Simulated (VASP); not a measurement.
AgRh, 2 atoms in the cell. It takes space group P-6m2 (No. 187, hexagonal). Conventional cell: a = 2.778 Å, b = 2.778 Å, c = 4.809 Å, α = 90.00°, β = 90.00°, γ = 120.00°. Within 3.7 Å of Ag (site symmetry -6m2) lie 6 Ag at 2.78 Å and 6 Rh at 2.89 Å. Rh (site symmetry -6m2) has 6 Rh at 2.78 Å and 6 Ag at 2.89 Å within 3.7 Å. 

```yaml
Program: VASP 6.6.1
Task: single point
Functional: PBEsol
Potentials_or_basis: VASP PAW PBE potentials, release 64 (Ag, Rh_pv)
Cutoff: 520 eV
k_mesh: 11 × 11 × 6
Occupations: gaussian, width 0.02 eV
Spin: no spin polarisation
Dipole_correction: no
Further_INCAR_settings: ALGO = Normal; EDIFF = 1e-06; NBANDS = 20
```

Potentials or basis: VASP PAW PBE potentials, release 64 (Ag, Rh_pv).

Launch:

```sh
$ cat potpaw_PBE.64/Ag/POTCAR potpaw_PBE.64/Rh_pv/POTCAR > POTCAR
$ mpirun -np 1 vasp_std > vasp.out
```

Hardware: 1 thread of Intel Xeon 8259CL (shared host).

Question: How long does it take, and how much memory?

Answer: Wall time 37 s on 1 thread of Intel Xeon 8259CL, on a shared host, peak memory 0.18 GiB. Counts: scf iterations 13, k points 64.
